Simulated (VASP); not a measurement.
# CoSi2 (I4/mmm) in VASP: a series of runs, part 2 of 2

VASP 6.6.1. Earlier steps stand in the parts before.

### Step 3. Single point, PBEsol

This run uses another cell than the first one, of the same volume but with other edges.

INCAR

```
PREC = Accurate
ENCUT = 520
EDIFF = 1E-7
ISMEAR = 0
SIGMA = 0.15
LREAL = False
LASPH = True
NELM = 80
ALGO = Normal
ISIF = 2
LWAVE = False
LCHARG = False
GGA = PS
NBANDS = 16
```

KPOINTS

```
regular mesh
0
Gamma
  18 18 18
```

POSCAR

```
CoSi2
1.0
    0.0000000000      2.3665723912      3.3463333611
    2.3665723912      0.0000000000      3.3463333611
    2.3665723912      2.3665723912      0.0000000000
Co Si
1 2
Direct
    0.0000000000      0.0000000000      0.0000000000
    0.2500000000      0.2500000000      0.2500000000
    0.7500000000      0.7500000000      0.7500000000
```

Potentials or basis: VASP PAW PBE potentials, release 64 (Co, Si).

On the command line:

```console
> cat potpaw_PBE.64/Co/POTCAR potpaw_PBE.64/Si/POTCAR > POTCAR
> mpirun -np 1 vasp_std > vasp.out
```

OUTCAR:

```text
PREC = Accurate
   ENCUT = 520
   EDIFF = 1E-7
   ISMEAR = 0
   LREAL = False
   LASPH = True
   NELM = 80
   ISIF = 2
   GGA = PS

 ion  position               nearest neighbor table
   1  0.000  0.000  0.000-   3 2.37   3 2.37   3 2.37   2 2.37   3 2.37   2 2.37   2 2.37   2 2.37

   2  0.250  0.250  0.250-   1 2.37   1 2.37   1 2.37   1 2.37   3 2.37   3 2.37   3 2.37   3 2.37

   3  0.750  0.750  0.750-   1 2.37   1 2.37   1 2.37   1 2.37   2 2.37   2 2.37   2 2.37   2 2.37

  LATTYP: Found a body centered tetragonal cell.
 ALAT       =     3.3468387720
[... 651 lines left out ...]
  FORCE on cell =-STRESS in cart. coord.  units (eV):
  Direction    XX          YY          ZZ          XY          YZ          ZX
  --------------------------------------------------------------------------------------
  -------------------------------------------------------------------------------------
  Total        4.6589486      4.6589486     -4.8031690      0.0000000      0.0000000      0.0000000
  in kB      199.1405572    199.1405572   -205.3050646      0.0000000      0.0000000      0.0000000
  external PRESSURE =      64.3253499 kB  Pullay stress =       0.0000000 kB

 VOLUME and BASIS-vectors are now :
 -----------------------------------------------------------------------------
  energy-cutoff  :      520.00
  volume of cell :       37.48
      direct lattice vectors                 reciprocal lattice vectors
     0.000000000  2.366572391  3.346333361    -0.211276022  0.211276022  0.149417271
     2.366572391  0.000000000  3.346333361     0.211276022 -0.211276022  0.149417271
     2.366572391  2.366572391  0.000000000     0.211276022  0.211276022 -0.149417271

 POSITION                                       TOTAL-FORCE (eV/Angst)
 -----------------------------------------------------------------------------------
      0.00000      0.00000      0.00000        -0.000000     -0.000000      0.000000
      1.18329      1.18329      1.67317        -0.000000      0.000000     -0.000000
      3.54986      3.54986      5.01950         0.000000     -0.000000      0.000000
 -----------------------------------------------------------------------------------
    total drift:                                0.000000     -0.000000     -0.000000

  FREE ENERGIE OF THE ION-ELECTRON SYSTEM (eV)
  ---------------------------------------------------
  free  energy   TOTEN  =       -20.0507086795 eV

  energy  without entropy=      -20.0361860006  energy(sigma->0) =      -20.04344734
```

OSZICAR:

```text
N       E                     dE             d eps       ncg     rms          rms(c)
DAV:   1     0.590621515084E+02    0.59062E+02   -0.67768E+03 15440   0.102E+03
DAV:   2    -0.189201589314E+02   -0.77982E+02   -0.69756E+02 17280   0.203E+02
DAV:   3    -0.220822778713E+02   -0.31621E+01   -0.30862E+01 19816   0.449E+01
DAV:   4    -0.221375877994E+02   -0.55310E-01   -0.55273E-01 19368   0.570E+00
DAV:   5    -0.221392427366E+02   -0.16549E-02   -0.16548E-02 20512   0.101E+00    0.167E+01
DAV:   6    -0.288820366329E+02   -0.67428E+01   -0.35268E+01 16280   0.126E+02    0.252E+01
DAV:   7    -0.200720644629E+02    0.88100E+01   -0.15940E+01 18448   0.987E+01    0.412E+00
DAV:   8    -0.200894582261E+02   -0.17394E-01   -0.14289E+00 20984   0.104E+01    0.238E+00
DAV:   9    -0.200527769748E+02    0.36681E-01   -0.10289E-01 19000   0.568E+00    0.598E-01
DAV:  10    -0.200510758424E+02    0.17011E-02   -0.92792E-03 21712   0.187E+00    0.217E-01
DAV:  11    -0.200507015462E+02    0.37430E-03   -0.12997E-03 21648   0.645E-01    0.810E-02
DAV:  12    -0.200507134807E+02   -0.11935E-04   -0.75027E-05 20664   0.624E-02    0.169E-02
DAV:  13    -0.200507087449E+02    0.47358E-05   -0.68652E-06 22856   0.404E-02    0.938E-03
DAV:  14    -0.200507086795E+02    0.65416E-07   -0.86763E-07 19368   0.659E-03
   1 F= -.20050709E+02 E0= -.20043447E+02  d E =-.145227E-01
```

Wall time 5.1 min (1 thread of Intel Xeon Platinum 8488C (Sapphire Rapids), shared host); peak memory 0.39 GiB.

What came out:

| Item | Value |
| --- | --- |
| Free energy | -20.0507 eV |
| Pressure | 6.4 GPa |
| Band gap on the k mesh | zero (an odd number of electrons rules out a gap without spin polarisation) |

Levels at points of the mesh, in eV from the Fermi level:
| k point | band 6 | band 7 | band 8 | band 9 | band 10 | band 11 | band 12 | band 13 |
| --- | --- | --- | --- | --- | --- | --- | --- | --- |
| (0.00, 0.00, 0.00) | -1.72 | -1.21 | 1.75 | 1.75 | 1.78 | 1.92 | 3.97 | 4.82 |
| (0.50, 0.00, 0.00) | -2.41 | -1.60 | -0.94 | 0.49 | 1.31 | 3.05 | 3.95 | 5.83 |
| (0.50, 0.50, 0.00) | -2.70 | -2.28 | -2.28 | -1.04 | 3.07 | 3.14 | 7.69 | 8.57 |
| (0.50, 0.00, 0.50) | -2.51 | -2.45 | -1.02 | -0.68 | 0.54 | 2.42 | 5.92 | 5.93 |

Caveat: the stress differs along the axes, from -21 to 20 GPa; the PAW data sets were made with another functional, which shifts forces and pressure a little; an odd number of electrons without spin polarisation forces a metal; a magnetic or distorted state may lie lower.

### Step 4. Single point, PBEsol

This run uses another cell than the first one, of the same volume but with other edges.

INCAR

```
ALGO     = Normal         # electronic algorithm
EDIFF    = 1E-6           # SCF threshold, eV
ENCUT    = 520            # plane-wave cutoff, eV
GGA      = PS             # functional
ISIF     = 2              # what is computed and relaxed
ISMEAR   = 0              # smearing method
LASPH    = T              # aspherical terms in the spheres
LCHARG   = F              # write CHGCAR
LREAL    = F              # projectors in reciprocal space
LWAVE    = F              # write WAVECAR
NBANDS   = 16             # bands
NELM     = 80             # most SCF steps
PREC     = Accurate       # precision mode
SIGMA    = 0.15           # smearing width, eV
```

KPOINTS

```
k-points
0
Gamma
  18 18 18
```

POSCAR

```
CoSi2
1.0
    0.0000000000      2.8041201718      2.3835021460
    2.8041201718      0.0000000000      2.3835021460
    2.8041201718      2.8041201718      0.0000000000
Co Si
1 2
Direct
    0.0000000000      0.0000000000      0.0000000000
    0.2500000000      0.2500000000      0.2500000000
    0.7500000000      0.7500000000      0.7500000000
```

On the command line:

```console
> cat potpaw_PBE.64/Co/POTCAR potpaw_PBE.64/Si/POTCAR > POTCAR
> mpirun -np 1 vasp_std > vasp.out
```

It took 4.1 min on 1 thread of Intel Xeon Platinum 8488C (Sapphire Rapids), shared host; peak memory 0.38 GiB.

Results (log left out):

| Item | Value |
| --- | --- |
| Free energy | -20.6990 eV |
| Pressure | 2.5 GPa |
| Band gap on the k mesh | zero (an odd number of electrons rules out a gap without spin polarisation) |

Stress tensor (GPa, compression positive):
```
-6.37  0.00  0.00
 0.00 -6.37  0.00
 0.00  0.00 20.30
```

Levels at points of the mesh, in eV from the Fermi level:
| k point | band 7 | band 8 | band 9 | band 10 | band 11 | band 12 |
| --- | --- | --- | --- | --- | --- | --- |
| (0.00, 0.00, 0.00) | 1.29 | 2.11 | 2.81 | 2.81 | 4.12 | 4.12 |
| (0.50, 0.00, 0.00) | -1.51 | -1.03 | -0.37 | 2.80 | 3.21 | 3.58 |
| (0.50, 0.50, 0.00) | -1.85 | -1.61 | -1.43 | 0.91 | 2.32 | 9.09 |
| (0.50, 0.00, 0.50) | -2.20 | -1.68 | -1.21 | 2.12 | 3.29 | 7.59 |

Caveat: the stress differs along the axes, from -6 to 20 GPa; the PAW data sets were made with another functional, which shifts forces and pressure a little; an odd number of electrons without spin polarisation forces a metal; a magnetic or distorted state may lie lower.

### Step 5. Summary

```tsv
cell	gap on the mesh (eV)	pressure (GPa)
a = 3.652, b = 3.652, c = 4.217 Å, angles 54.7, 54.7, 70.5°, 3 atoms	none	16.0
a = 4.099, b = 4.099, c = 3.347 Å, angles 65.9, 65.9, 48.2°, 3 atoms	none	6.4
a = 3.680, b = 3.680, c = 3.966 Å, angles 57.4, 57.4, 65.2°, 3 atoms	none	2.5
```

Alike in all rows: task single point; level PBEsol; potentials or basis VASP PAW PBE potentials, release 64 (Co, Si); no spin polarisation; k mesh 18 × 18 × 18; cutoff (eV) 520; smearing gaussian 0.15 eV.

Caveats: the PAW data sets were made with another functional, which shifts forces and pressure a little; an odd number of electrons without spin polarisation forces a metal; a magnetic or distorted state may lie lower; the stress differs along the axes, from -14 to 76 GPa (at least some runs); the stress differs along the axes, from -21 to 20 GPa (at least some runs); the stress differs along the axes, from -6 to 20 GPa (at least some runs).

Absolute energies hang on the potentials; compare differences alone.
